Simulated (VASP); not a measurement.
Set up this calculation in VASP 6.6.1, as the native input.

```yaml
Task: single point
Functional: PBE
Potentials_or_basis: VASP PAW PBE potentials, release 64 (Cd)
Cutoff: 520 eV
k_mesh: 7 × 7 × 10
Occupations: fermi-dirac, width 0.08 eV
Spin: no spin polarisation
Dipole_correction: no
k_mesh_for_the_DOS: 11 × 11 × 15
Occupations_for_the_DOS: tetrahedron
Further_INCAR_settings: ALGO = Normal; EDIFF = 1e-07
```

Cd:

```
CELL_PARAMETERS angstrom
5.14139 0.00000 0.00000
-2.57069 4.45257 0.00000
0.00000 0.00000 3.09918
ATOMIC_POSITIONS crystal
Cd 0.00000 0.00000 0.00000
Cd 0.33333 0.66667 0.50000
Cd 0.66667 0.33333 0.50000
```

This isn't the form of Cd at room conditions, which is hcp.

The input as run:

POSCAR

```
Cd
1.0
    5.1413878578      0.0000000000      0.0000000000
   -2.5706939289      4.4525724956      0.0000000000
    0.0000000000      0.0000000000      3.0991824661
Cd
3
Direct
    0.0000000000      0.0000000000      0.0000000000
    0.3333333333      0.6666666667      0.5000000000
    0.6666666667      0.3333333333      0.5000000000
```

INCAR.step1

```
SYSTEM = Cd
PREC = Accurate ; ENCUT = 520
EDIFF = 1E-7 ; ISMEAR = -1
SIGMA = 0.08 ; LREAL = .FALSE.
LASPH = .TRUE. ; NELM = 60
ALGO = Normal ; ISIF = 2
LWAVE = .FALSE. ; LCHARG = .TRUE.
GGA = PE ; NBANDS = 25
```

KPOINTS.step1

```
Automatic mesh
0
G
  7 7 10
  0 0 0
```

INCAR.step2

```
SYSTEM = Cd
PREC = Accurate ; ENCUT = 520
EDIFF = 1E-7 ; ISMEAR = -5
SIGMA = 0.08 ; LREAL = .FALSE.
LASPH = .TRUE. ; NELM = 60
ALGO = Normal ; ISIF = 2
LWAVE = .FALSE. ; LCHARG = .FALSE.
GGA = PE ; LORBIT = 11
NEDOS = 1001 ; ICHARG = 11
```

KPOINTS.step2

```
Automatic mesh
0
G
  11 11 15
  0 0 0
```

Potentials or basis: VASP PAW PBE potentials, release 64 (Cd).

The run is started by

```bash
$ cat potpaw_PBE.64/Cd/POTCAR > POTCAR
$ cp INCAR.step1 INCAR
$ cp KPOINTS.step1 KPOINTS
$ mpirun -np 1 vasp_std > vasp.out
$ cp INCAR.step2 INCAR
$ cp KPOINTS.step2 KPOINTS
$ mpirun -np 1 vasp_std > vasp.out
```

It gave:

```
Valence electrons inside the program's atomic spheres : Cd 10.26, 10.30 (each value once)
```

Wall time 51 s on 1 thread of Intel(R) Xeon(R) 6975P-C (Granite Rapids), with other jobs on the host, peak memory 0.29 GiB.
